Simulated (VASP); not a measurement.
A run of VASP 6.6.1:

File INCAR:

```
ALGO = Normal
EDIFF = 1E-6
ENCUT = 500
GGA = RE
GGA_COMPAT = F
ISIF = 2
ISMEAR = 0
ISPIN = 2
LASPH = T
LCHARG = F
LMAXMIX = 4
LORBIT = 11
LREAL = F
LWAVE = F
MAGMOM = 0.05 0 0
NBANDS = 24
NELM = 200
PREC = Accurate
SIGMA = 0.05
```

KPOINTS

```
k-points
0
Gamma
  8 8 8
```

The input POSCAR:

```
WS2
1.0
    1.6005183089      0.9240596765      7.4575269057
   -1.6005183089      0.9240596765      7.4575269057
    0.0000000000     -1.8481193530      7.4575269057
W S
1 2
Direct
   -0.0006774337     -0.0006774337     -0.0006774337
    0.7362132904      0.7362132904      0.7362132904
    0.5957641433      0.5957641433      0.5957641433
```

Potentials or basis: VASP PAW PBE potentials, release 64 (W_sv, S).

The run is started by

```sh
$ cat potpaw_PBE.64/W_sv/POTCAR potpaw_PBE.64/S/POTCAR > POTCAR
$ mpirun -np 1 vasp_std > vasp.out
```

Hardware: 1 thread of Oxide Virtual Turin-like Processor, on a shared host.

How long does it take, and how much memory?

Run time: 20 min on 1 thread of Oxide Virtual Turin-like Processor, on a shared host, peak memory 0.58 GiB. Counts: scf iterations 15, k points 65.
